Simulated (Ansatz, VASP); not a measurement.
**Two plane-wave programs on AlNi**

```
Ni Al
1.0
     2.26959   -1.37583    0.00000
     2.26959    1.37583    0.00000
    -1.33812    0.00000    3.82839
Ni Al
1 1
Direct
  0.50000 0.50000 0.50000
  0.00000 0.00000 0.00000
```

Alike in both runs: task single point; functional PBE; k mesh 11 × 11 × 7; occupations fermi-dirac, width 0.05 eV; collinear spin.

|  | VASP | Ansatz |
| --- | --- | --- |
| version | VASP 6.6.1 | Ansatz 0.2.0 |
| potentials or method | VASP PAW PBE potentials, release 64 (Ni, Al) | Ansatz PAW |
| plane-wave cutoff (eV) | 520 | 420 |
| valence electrons in the cell | 13 | 21 |

```tsv
	VASP	Ansatz	Ansatz less VASP
gap on the k mesh at the Fermi level (eV)	none	none	-
pressure (GPa)	8.7	8.7	+0.01
traceless stress, the component that is largest in VASP (GPa)	-1.63	-1.75	-0.120
net moment per atom (μB)	0.00	0.00	0.000
```

A gap of «none» marks a metal or a gap that the smearing closes. VASP's potentials hold 13 valence electrons a cell and Ansatz's 21, so a difference there can come from the potentials and not from the codes.
